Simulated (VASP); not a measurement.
Wanted: the native input for a VASP 6.6.1 run.

```yaml
Task: relaxation of cell and atoms
Functional: r2SCAN
Potentials_or_basis: VASP PAW PBE potentials, release 64 (In_d, P)
Cutoff: 600 eV
k_mesh: 8 × 8 × 8
Occupations: gaussian, width 0.02 eV
Spin: no spin polarisation
Dipole_correction: no
Further_INCAR_settings: ALGO = Normal; EDIFF = 1e-06; IBRION = 2; EDIFFG = -0.005; NSW = 100; ISIF = 3
```

InP:

```xyz
2
Lattice="0.0000 2.9520 2.9520 2.9520 0.0000 2.9520 2.9520 2.9520 0.0000" Properties=species:S:1:pos:R:3 pbc="T T T"
In    0.0000    0.0000    0.0000
P     1.4760    1.4760    1.4760
```

These files were run (other wordings do the same):

POSCAR

```
InP
1.0
    0.0000000000      2.9519763857      2.9519763857
    2.9519763857      0.0000000000      2.9519763857
    2.9519763857      2.9519763857      0.0000000000
In P
1 1
Direct
    0.0000000000      0.0000000000      0.0000000000
    0.2500000000      0.2500000000      0.2500000000
```

INCAR.step1

```
ALGO     = Normal         # electronic algorithm
EDIFF    = 1E-4           # SCF threshold, eV
ENCUT    = 600            # plane-wave cutoff, eV
GGA      = PE             # functional
ISMEAR   = 0              # smearing method
LASPH    = T              # aspherical terms in the spheres
LCHARG   = F              # write CHGCAR
LREAL    = F              # projectors in reciprocal space
LWAVE    = T              # write WAVECAR
NELM     = 80             # most SCF steps
PREC     = Accurate       # precision mode
SIGMA    = 0.02           # smearing width, eV
```

INCAR.step2

```
ALGO     = Normal         # electronic algorithm
EDIFF    = 1E-6           # SCF threshold, eV
EDIFFG   = -0.005         # ionic threshold
ENCUT    = 600            # plane-wave cutoff, eV
IBRION   = 2              # ionic algorithm
ISIF     = 3              # what is computed and relaxed
ISMEAR   = 0              # smearing method
ISTART   = 1            
LASPH    = T              # aspherical terms in the spheres
LCHARG   = F              # write CHGCAR
LMIXTAU  = T            
LREAL    = F              # projectors in reciprocal space
LWAVE    = F              # write WAVECAR
METAGGA  = R2SCAN         # meta-GGA
NELM     = 80             # most SCF steps
NSW      = 100            # ionic steps
PREC     = Accurate       # precision mode
SIGMA    = 0.02           # smearing width, eV
```

KPOINTS

```
k-points
0
Gamma
  8 8 8
```

Potentials or basis: VASP PAW PBE potentials, release 64 (In_d, P).

Launch:

```sh
$ cat potpaw_PBE.64/In_d/POTCAR potpaw_PBE.64/P/POTCAR > POTCAR
$ cp INCAR.step1 INCAR
$ mpirun -np 1 vasp_std > vasp.out
$ cp INCAR.step2 INCAR
$ mpirun -np 1 vasp_std > vasp.out
```

Results of the run:

| Quantity | Value |
| --- | --- |
| Pressure after relaxing | 0.0 GPa |
| Band gap on the k mesh | 1.04 eV |

Caveat: the relaxation stopped at its first step, so nothing moved; the PAW data sets were made with another functional, which shifts forces and pressure a little; spin-orbit coupling is left out, which moves the levels of the heavy elements.

Wall time 71 s on 1 thread of Intel(R) Xeon(R) Platinum 8488C (Sapphire Rapids), on a shared host, peak memory 0.23 GiB.
